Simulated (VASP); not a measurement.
Crystal: Sn.

```
CELL_PARAMETERS angstrom
3.26790 0.00000 0.00000
-1.63395 2.83009 0.00000
0.00000 0.00000 3.07265
ATOMIC_POSITIONS crystal
Sn 0.00000 0.00000 0.50000
```

This isn't the form of Sn at room conditions, which is tetragonal (white tin).

Base run:

* Program: VASP 6.6.1
* Functional: r2SCAN
* Potentials or basis: VASP PAW PBE potentials, release 64 (Sn_d)
* Cutoff: 520 eV
* k mesh: 18 × 18 × 18
* Occupations: gaussian, width 0.1 eV
* Spin: no spin polarisation

Its results: band gap on the k mesh zero (bands 7 and 8 overlap by 8.37 eV); pressure -1.6 GPa.

Task: The run is repeated on the same cell with these changes: functional from r2SCAN to PBE; further incar settings from ALGO = Normal; EDIFF = 1e-07; NBANDS = 13 to ALGO = Normal; EDIFF = 1e-06; NBANDS = 13. What comes out?

Result: Band gap on the k mesh zero (bands 7 and 8 overlap by 7.92 eV); pressure -0.1 GPa.

Caveats: spin-orbit coupling is left out, which moves the levels of the heavy elements; the PAW data sets were made with another functional, which shifts forces and pressure a little (at least some runs).
